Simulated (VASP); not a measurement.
A run of VASP 6.6.1:

Contents of INCAR:

```
ALGO = Normal
EDIFF = 1E-6
ENCUT = 700
GGA = PE
GGA_COMPAT = False
ISIF = 2
ISMEAR = -1
LASPH = True
LCHARG = False
LREAL = False
LWAVE = False
NBANDS = 16
NELM = 120
PREC = Accurate
SIGMA = 0.08
```

File KPOINTS:

```
k-points
0
Gamma
  17 17 15
```

File POSCAR:

```
TaN
1.0
    2.6342597309      0.0000000000      0.0000000000
   -1.3171298655      2.2813358471      0.0000000000
    0.0000000000      0.0000000000      2.6426177551
Ta N
1 1
Direct
    0.0000000000      0.0000000000      0.0000000000
    0.3333333333      0.6666666667      0.5000000000
```

Potentials or basis: VASP PAW PBE potentials, release 64 (Ta_sv_GW, N).

Command:

```bash
$ cat potpaw_PBE.64/Ta_sv_GW/POTCAR potpaw_PBE.64/N/POTCAR > POTCAR
$ mpirun -np 1 vasp_std > vasp.out
```

Hardware: 1 thread of Intel(R) Xeon(R) Platinum 8488C (Sapphire Rapids), on a shared host.

**Question.** Estimate the wall time of this run.

**Answer.** Run time: 48 s on 1 thread of Intel(R) Xeon(R) Platinum 8488C (Sapphire Rapids), on a shared host, peak memory 0.24 GiB. Counts: scf iterations 12, k points 264.
